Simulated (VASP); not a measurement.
Wanted: the native input for a VASP 6.6.1 run.

* Task: single point
* Functional: r2SCAN
* Potentials or basis: VASP PAW PBE potentials, release 64 (Cd, Se)
* Cutoff: 520 eV
* k mesh: 9 × 9 × 9
* Occupations: fermi-dirac, width 0.05 eV
* Spin: no spin polarisation
* Dipole correction: no
* Further INCAR settings: ALGO = Normal; EDIFF = 1e-06; NBANDS = 29

Crystal: Cd3Se.

```
CELL_PARAMETERS angstrom
-2.04095 2.04095 6.08708
2.04095 -2.04095 6.08708
2.04095 2.04095 -6.08708
ATOMIC_POSITIONS crystal
Cd 0.50000 0.50000 0.00000
Cd 0.25000 0.75000 0.50000
Cd 0.75000 0.25000 0.50000
Se 0.00000 0.00000 0.00000
```

One way to write it, as run:

POSCAR

```
Cd3Se
1.0
   -2.0409530000      2.0409530000      6.0870800000
    2.0409530000     -2.0409530000      6.0870800000
    2.0409530000      2.0409530000     -6.0870800000
Cd Se
3 1
Direct
    0.5000000000      0.5000000000      0.0000000000
    0.2500000000      0.7500000000      0.5000000000
    0.7500000000      0.2500000000      0.5000000000
    0.0000000000      0.0000000000      0.0000000000
```

INCAR.step1

```
  ALGO = Normal
  EDIFF = 1E-4
  ENCUT = 520
  GGA = PE
  ISMEAR = -1
  LASPH = T
  LCHARG = F
  LREAL = F
  LWAVE = T
  NBANDS = 29
  NELM = 80
  PREC = Accurate
  SIGMA = 0.05
```

INCAR.step2

```
  ALGO = Normal
  EDIFF = 1E-6
  ENCUT = 520
  ISIF = 2
  ISMEAR = -1
  ISTART = 1
  LASPH = T
  LCHARG = F
  LMIXTAU = T
  LREAL = F
  LWAVE = F
  METAGGA = R2SCAN
  NBANDS = 29
  NELM = 80
  PREC = Accurate
  SIGMA = 0.05
```

KPOINTS

```
k-points
0
Gamma
  9 9 9
```

Potentials or basis: VASP PAW PBE potentials, release 64 (Cd, Se).

Run with:

```console
$ cat potpaw_PBE.64/Cd/POTCAR potpaw_PBE.64/Se/POTCAR > POTCAR
$ cp INCAR.step1 INCAR
$ mpirun -np 1 vasp_std > vasp.out
$ cp INCAR.step2 INCAR
$ mpirun -np 1 vasp_std > vasp.out
```

Results of the run:

* Pressure: -2.0 GPa
* Band gap on the k mesh: zero (band 21 reaches 2.97 eV, above the bottom of band 22 at 1.33 eV)

Caveat: the PAW data sets were made with another functional, which shifts forces and pressure a little.

Wall time 32 min on 1 thread of Intel(R) Xeon(R) Platinum 8175M CPU @ 2.50GHz (Skylake/Cascade Lake), on a shared host, peak memory 0.5 GiB.
